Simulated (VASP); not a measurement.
Runs of VASP 6.6.1 on MoH5. The structure is that of space group P4mm (No. 99), or close to it. The cells are those of the table. 

```csv
task,cell,k mesh,cutoff (eV),gap on the mesh (eV),pressure (GPa),largest force (eV/Å)
single point,"a = 3.707, b = 3.707, c = 4.971 Å, 6 atoms",6 × 6 × 4,520,none,-18.0,(a)
single point,"a = 2.740, b = 2.740, c = 7.831 Å, 6 atoms",14 × 14 × 6,520,none,-0.1,0.01
single point,"a = 2.727, b = 2.727, c = 7.726 Å, 6 atoms",6 × 6 × 4,520,none,-0.1,0.01
relaxation of cell and atoms,"relaxed from a = 3.707, b = 3.707, c = 4.971 Å, 6 atoms",6 × 6 × 4,600,none,0.0,0.02
```

Alike in all rows: level PBE; potentials or basis VASP PAW PBE potentials, release 64 (H, Mo_sv); no spin polarisation; smearing gaussian 0.1 eV.

Task: Estimate the missing entries.

Result: (a) 2.78.

Caveats: some runs use coarse meshes; forces of over 1 eV/Å act on the atoms, so gaps and moduli don't describe the material at rest (some runs).

A k mesh can miss the band edges, and the runs leave out spin-orbit coupling on Mo.

A gap of «none» marks levels without a gap at the run's occupations.
